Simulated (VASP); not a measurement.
A run of VASP 6.6.1 is set up as follows.

INCAR

```
PREC = Accurate
ENCUT = 450
EDIFF = 1E-7
ISMEAR = 0
SIGMA = 0.02
LREAL = F
LASPH = T
ALGO = Normal
NELM = 100
ISIF = 2
LWAVE = F
LCHARG = F
```

Contents of KPOINTS:

```
k-points
0
Gamma
  6 6 4
```

Contents of POSCAR:

```
CdS
1.0
    4.1500000000      0.0000000000      0.0000000000
   -2.0750000000      3.5940054257      0.0000000000
    0.0000000000      0.0000000000      6.7370000000
Cd S
2 2
Direct
    0.6663680000      0.3293650000      0.4992170000
    0.3415250000      0.6760710000      0.0033430000
    0.6657060000      0.3337280000      0.8755720000
    0.3359520000      0.6688020000      0.3759430000
```

Potentials or basis: VASP PAW PBE potentials, release 64 (Cd, S).

The run is started by

```console
$ cat potpaw_PBE.64/Cd/POTCAR potpaw_PBE.64/S/POTCAR > POTCAR
$ mpirun -np 1 vasp_std > vasp.out
```

(1) Predict the pressure.

(2) Predict the largest force.

(3) Estimate the band gap on the k mesh.

## Answers

(1) 2.3 GPa.

(2) 0.267 eV/Å.

(3) 1.19 eV.

Caveat: the cell differs from its parent crystal (atoms moved at random).
